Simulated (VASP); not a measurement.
Here is a VASP 6.6.1 calculation.

INCAR

```
  PREC = Accurate
  ENCUT = 520
  EDIFF = 1E-6
  ISMEAR = 0
  SIGMA = 0.1
  LREAL = F
  LASPH = T
  NELM = 80
  ALGO = Normal
  ISIF = 2
  LWAVE = F
  LCHARG = T
  GGA = PE
  LELF = T
  LVHAR = T
  NBANDS = 45
```

File KPOINTS:

```
regular mesh
0
Gamma
  4 4 4
```

File POSCAR:

```
GeCl3
1.0
    5.7066290400      0.0000000000      0.0000000000
    0.0000000000      5.7066290400      0.0000000000
    0.0000000000      0.0000000000      5.7066290400
Ge Cl
2 6
Direct
    0.0000000000      0.0000000000      0.0000000000
    0.5000000000      0.5000000000      0.5000000000
    0.2500000000      0.0000000000      0.5000000000
    0.5000000000      0.7500000000      0.0000000000
    0.7500000000      0.0000000000      0.5000000000
    0.5000000000      0.2500000000      0.0000000000
    0.0000000000      0.5000000000      0.7500000000
    0.0000000000      0.5000000000      0.2500000000
```

Potentials or basis: VASP PAW PBE potentials, release 64 (Ge_d, Cl).

Run with:

```bash
$ cat potpaw_PBE.64/Ge_d/POTCAR potpaw_PBE.64/Cl/POTCAR > POTCAR
$ mpirun -np 1 vasp_std > vasp.out
```

(1) Estimate the pressure.

(2) Predict the band gap on the k mesh.

## Answers

(1) -4.0 GPa.

(2) zero (bands 35 and 36 overlap by 2.04 eV).

Caveat: the cell stands under tension.
